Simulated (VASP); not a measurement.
# Be2Zn3Te3 (Cmmm) in VASP: single point with PBE

Aim: the single point of Be2Zn3Te3 with PBE.

Everything below comes from runs of VASP 6.6.1. Logs are shortened: lines on timing, memory, paths and dates and some standing lists are left out, and cuts for length are marked.

## Step 1: The cell of the first run

The structure is orthorhombic, space group Cmmm (No. 65). Conventional cell: a = 5.392 Å, b = 8.178 Å, c = 10.499 Å, α = 90.00°, β = 90.00°, γ = 90.00°. Be (site symmetry 2mm) has 1 Be at 2.14 Å and 4 Zn at 2.33 to 2.60 Å and 2 Te at 2.50 Å within 2.8 Å. Zn (site symmetry m2m) has 4 Be at 2.33 to 2.60 Å and 2 Zn at 2.70 Å and 2 Te at 2.77 Å within 3.1 Å. Within 3.6 Å of Zn (site symmetry mmm) lie 2 Te at 2.70 Å. Te (site symmetry mm2) has 2 Be at 2.50 Å and 2 Zn at 2.77 Å within 3.3 Å. Within 3.6 Å of Te (site symmetry mmm) lie 2 Zn at 2.70 Å and 2 Te at 3.35 Å.

## Step 2: Single point, PBE

File INCAR:

```
SYSTEM = Be2Zn3Te3
PREC     = Accurate       ! precision mode
ENCUT    = 520            ! plane-wave cutoff, eV
EDIFF    = 1E-6           ! SCF threshold, eV
ISMEAR   = 0              ! smearing method
SIGMA    = 0.2            ! smearing width, eV
LREAL    = .FALSE.        ! projectors in reciprocal space
LASPH    = .TRUE.         ! aspherical terms in the spheres
NELM     = 60             ! most SCF steps
ALGO     = Fast           ! electronic algorithm
ISIF     = 2              ! what is computed and relaxed
LWAVE    = .FALSE.        ! write WAVECAR
LCHARG   = .FALSE.        ! write CHGCAR
GGA      = PE             ! functional
NBANDS   = 39             ! bands
```

File KPOINTS:

```
Automatic mesh
0
G
  4 4 2
  0 0 0
```

File POSCAR:

```
Be2Zn3Te3
1.0
    2.6960743123     -4.0891002202      0.0000000000
    2.6960743123      4.0891002202      0.0000000000
    0.0000000000      0.0000000000     10.4989993679
Be Zn Te
2 3 3
Direct
    0.3018939409      0.3018939409      0.5000000000
    0.6981060591      0.6981060591      0.5000000000
    0.2474663717      0.7525336283      0.5000000000
    0.7525336283      0.2474663717      0.5000000000
    0.5000000000      0.5000000000      0.0000000000
    0.0000000000      0.0000000000      0.6807068560
    0.0000000000      0.0000000000      0.3192931440
    0.0000000000      0.0000000000      0.0000000000
```

Potentials or basis: VASP PAW PBE potentials, release 64 (Be, Zn, Te).

Started as:

```console
> cat potpaw_PBE.64/Be/POTCAR potpaw_PBE.64/Zn/POTCAR potpaw_PBE.64/Te/POTCAR > POTCAR
> mpirun -np 1 vasp_std > vasp.out
```

OUTCAR:

```text
SYSTEM = Be2Zn3Te3
   PREC = Accurate
   ENCUT = 520
   EDIFF = 1E-6
   ISMEAR = 0
   LREAL = .FALSE.
   LASPH = .TRUE.
   NELM = 60
   ISIF = 2
   GGA = PE

 ion  position               nearest neighbor table
   1  0.302  0.302  0.500-   2 2.14   3 2.33   4 2.33   6 2.50   7 2.50   3 2.60   4 2.60
   2  0.698  0.698  0.500-   1 2.14   3 2.33   4 2.33   6 2.50   7 2.50   4 2.60   3 2.60
   3  0.247  0.753  0.500-   1 2.33   2 2.33   1 2.60   2 2.60   4 2.70   4 2.70   6 2.77   7 2.77

   4  0.753  0.247  0.500-   1 2.33   2 2.33   1 2.60   2 2.60   3 2.70   3 2.70   6 2.77   7 2.77

   5  0.500  0.500  0.000-   8 2.70   8 2.70
   6  0.000  0.000  0.681-   1 2.50   2 2.50   3 2.77   4 2.77   8 3.35
   7  0.000  0.000  0.319-   1 2.50   2 2.50   3 2.77   4 2.77   8 3.35
   8  0.000  0.000  0.000-   5 2.70   5 2.70   7 3.35   6 3.35

  LATTYP: Found a base centered orthorhombic cell.
 ALAT       =     5.3921486246
 B/A-ratio  =     1.5166867625
 C/A-ratio  =     1.9470901303

  Lattice vectors:

 A1 = (   2.6960743123,  -4.0891002202,   0.0000000000)
 A2 = (   2.6960743123,   4.0891002202,   0.0000000000)
 A3 = (   0.0000000000,   0.0000000000,  10.4989993679)

Analysis of symmetry for initial positions (statically):
=====================================================================
 Subroutine PRICEL returns:
 Original cell was already a primitive cell.

 Routine SETGRP: Setting up the symmetry group for a
 base centered orthorhombic supercell.

 Subroutine GETGRP returns: Found  8 space group operations
 (whereof  8 operations were pure point group operations)
 out of a pool of  8 trial point group operations.

The static configuration has the point symmetry D_2h.

Analysis of symmetry for dynamics (positions and initial velocities):
=====================================================================
 Subroutine PRICEL returns:
 Original cell was already a primitive cell.

 Routine SETGRP: Setting up the symmetry group for a
 base centered orthorhombic supercell.

 Subroutine GETGRP returns: Found  8 space group operations
 (whereof  8 operations were pure point group operations)
 out of a pool of  8 trial point group operations.

The dynamic configuration has the point symmetry D_2h.

 Subroutine INISYM returns: Found  8 space group operations
 (whereof  8 operations are pure point group operations),
 and found     1 'primitive' translations

----------------------------------------------------------------------------------------

                                     Primitive cell

  volume of cell :     231.4928
[... 98 lines left out ...]
   POTIM  = 0.5000    time-step for ionic-motion
   TEBEG  =    0.0;   TEEND  =   0.0 temperature during run
   PSTRESS=    0.0 pullay stress
   NELECT =      58.0000    total number of electrons
   NUPDOWN=      -1.0000    fix difference up-down
   EMIN   =  10.00;   EMAX   =-10.00  energy-range for DOS
   EFERMI =   0.00;   METHOD = LEGACY
   ISMEAR =     0;   SIGMA  =   0.20  broadening in eV -4-tet -1-fermi 0-gaus
   EFERMI_NEDOS =   21; number of points for ismear=-14 and -15
   IALGO  =     68    algorithm
   IMIX   =      4    mixing-type and parameters
     AMIX     =   0.40;   BMIX     =  1.00
     AMIX_MAG =   1.60;   BMIX_MAG =  1.00
  volume/ion in A,a.u.               =      28.94       195.27
  Fermi-wavevector in a.u.,A,eV,Ry     =   1.032060  1.950311 14.492219  1.065148
  Thomas-Fermi vector in A             =   2.166239
   LORBIT       =      0    0 simple, 1 ext, 2 COOP (PROOUT), +10 PAW based schemes
   GGA     = PE    functional components
   LHFCALC =     F    Hartree Fock is set to
   AEXX    =    0.0000 exact exchange contribution
   IVDW    =     0    specifies the selected vdW correction
   LEPSILON=     F    determine dielectric tensor
   LRPA    =     F    only Hartree local field effects (RPA)
 non-spin polarized calculation
 RMM-DIIS sequential band-by-band and
 Gauss-broadening in eV      SIGMA  =   0.20
  energy-cutoff  :      520.00
  volume of cell :      231.49
 maximum number of plane-waves:      6246
   NGX = 19   NGY = 19   NGZ = 39

 number of electron      58.0000030 magnetization

 Free energy of the ion-electron system (eV)
  ---------------------------------------------------
  ext. energy  EPLUGINS =         0.00000000
  ---------------------------------------------------
  free energy    TOTEN  =       -19.54261195 eV

  energy without entropy =      -19.50988918  energy(sigma->0) =      -19.52625057

 E-fermi :   2.5798     XC(G=0):  -8.0538

 val. band max:        2.4479431209   @ k =  -0.2500   0.2500   0.0000
 cond. band min:       2.7089041996   @ k =  -0.2500   0.2500   0.0000
 fundamental gap:      0.2609610787
 Fermi energy:         2.5797555817

 k-point     1 :       0.0000    0.0000    0.0000
  band No.  band energies     occupation
      1      -9.7951      2.00000
      2      -8.7359      2.00000
      3      -8.7003      2.00000
      4      -5.4338      2.00000
      5      -5.3695      2.00000
      6      -5.1380      2.00000
[... 577 lines left out ...]
     38       7.6244      0.00000
     39       8.2995      0.00000

------------------------ aborting loop because EDIFF is reached ----------------------------------------

  FORCE on cell =-STRESS in cart. coord.  units (eV):
  Direction    XX          YY          ZZ          XY          YZ          ZX
  --------------------------------------------------------------------------------------
  -------------------------------------------------------------------------------------
  Total       -0.8128916      0.3780831      1.0228442     -0.0000000      0.0000000      0.0000000
  in kB       -5.6260775      2.6167385      7.0791735     -0.0000000      0.0000000      0.0000000
  external PRESSURE =       1.3566115 kB  Pullay stress =       0.0000000 kB

 VOLUME and BASIS-vectors are now :
 -----------------------------------------------------------------------------
  energy-cutoff  :      520.00
  volume of cell :      231.49
      direct lattice vectors                 reciprocal lattice vectors
     2.696074312 -4.089100220  0.000000000     0.185454829 -0.122276289  0.000000000
     2.696074312  4.089100220  0.000000000     0.185454829  0.122276289  0.000000000
     0.000000000  0.000000000 10.498999368     0.000000000  0.000000000  0.095247172

 POSITION                                       TOTAL-FORCE (eV/Angst)
 -----------------------------------------------------------------------------------
      1.62786      0.00000      5.24950        -0.022798      0.000000     -0.000000
      3.76429      0.00000      5.24950         0.022798      0.000000     -0.000000
      2.69607      2.06527      5.24950         0.000000     -0.025175     -0.000000
      2.69607     -2.06527      5.24950         0.000000      0.025175     -0.000000
      2.69607      0.00000      0.00000         0.000000      0.000000     -0.000000
      0.00000      0.00000      7.14674         0.000000      0.000000      0.084786
      0.00000      0.00000      3.35226         0.000000      0.000000     -0.084786
      0.00000      0.00000      0.00000         0.000000      0.000000     -0.000000
 -----------------------------------------------------------------------------------
    total drift:                                0.000000      0.000000     -0.000000

  FREE ENERGIE OF THE ION-ELECTRON SYSTEM (eV)
  ---------------------------------------------------
  free  energy   TOTEN  =       -19.5426119548 eV

  energy  without entropy=      -19.5098891832  energy(sigma->0) =      -19.52625057
```

OSZICAR:

```text
N       E                     dE             d eps       ncg     rms          rms(c)
DAV:   1     0.343549724730E+03    0.34355E+03   -0.24090E+04  1092   0.144E+03
DAV:   2     0.126282382583E+02   -0.33092E+03   -0.31892E+03  1122   0.322E+02
DAV:   3    -0.203037004939E+02   -0.32932E+02   -0.32421E+02  1301   0.105E+02
DAV:   4    -0.213251701150E+02   -0.10215E+01   -0.10180E+01  1354   0.167E+01
DAV:   5    -0.213443052609E+02   -0.19135E-01   -0.19133E-01  1475   0.211E+00    0.121E+01
RMM:   6    -0.197496773004E+02    0.15946E+01   -0.44074E+00  1177   0.128E+01    0.738E+00
RMM:   7    -0.195561136329E+02    0.19356E+00   -0.10168E+00  1258   0.630E+00    0.252E+00
RMM:   8    -0.195425114981E+02    0.13602E-01   -0.23006E-01  1318   0.247E+00    0.765E-01
RMM:   9    -0.195416424984E+02    0.86900E-03   -0.32345E-02  1296   0.114E+00    0.362E-01
RMM:  10    -0.195420850068E+02   -0.44251E-03   -0.69882E-03  1240   0.500E-01    0.126E-01
RMM:  11    -0.195424553972E+02   -0.37039E-03   -0.16415E-03  1298   0.234E-01    0.819E-02
RMM:  12    -0.195425768185E+02   -0.12142E-03   -0.43304E-04  1329   0.120E-01    0.436E-02
RMM:  13    -0.195426058252E+02   -0.29007E-04   -0.17980E-04  1276   0.830E-02    0.888E-03
RMM:  14    -0.195426098618E+02   -0.40367E-05   -0.45653E-05  1375   0.343E-02    0.924E-03
RMM:  15    -0.195426114114E+02   -0.15496E-05   -0.91417E-06  1142   0.174E-02    0.676E-03
RMM:  16    -0.195426119548E+02   -0.54340E-06   -0.44782E-06  1019   0.138E-02
   1 F= -.19542612E+02 E0= -.19526251E+02  d E =-.327228E-01
```

Run time: 64 s. Hardware: 1 thread of Intel Xeon 6975P-C (Granite Rapids), shared host; peak memory 0.37 GiB.

Results:

```yaml
Free_energy: -19.5426 eV
Pressure: 0.1 GPa
Largest_force: 0.085 eV/Å
Band_gap_on_the_k_mesh: zero (band 29 reaches 3.08 eV, above the bottom of band 30 at 1.71 eV)
```

Forces on the atoms (eV/Å):
```
Be  -0.023  0.000  0.000
Be   0.023  0.000  0.000
Zn   0.000 -0.025  0.000
Zn   0.000  0.025  0.000
Zn   0.000  0.000  0.000
Te   0.000  0.000  0.085
Te   0.000  0.000 -0.085
Te   0.000  0.000  0.000
```

Levels at points of the mesh, in eV from the Fermi level:
| k point | band 26 | band 27 | band 28 | band 29 | band 30 | band 31 | band 32 | band 33 |
| --- | --- | --- | --- | --- | --- | --- | --- | --- |
| (0.00, 0.00, 0.00) | -1.87 | -1.68 | -1.60 | -1.04 | -0.84 | -0.29 | 1.09 | 1.86 |
| (0.50, 0.00, 0.00) | -1.99 | -1.49 | -1.30 | 0.49 | 1.00 | 1.71 | 1.95 | 2.77 |
| (0.50, 0.50, 0.00) | -2.79 | -2.59 | -2.05 | -0.35 | 0.26 | 0.95 | 1.48 | 3.60 |
| (0.00, 0.00, 0.50) | -1.87 | -1.75 | -1.68 | -1.49 | -0.87 | -0.82 | 1.32 | 1.61 |
| (0.50, 0.00, 0.50) | -1.86 | -1.49 | -1.22 | -1.05 | 0.67 | 1.85 | 2.06 | 3.00 |
| (0.50, 0.50, 0.50) | -2.44 | -2.08 | -1.72 | -1.23 | -0.61 | 0.80 | 1.36 | 3.15 |

Caveat: spin-orbit coupling is left out, which moves the levels of the heavy elements.
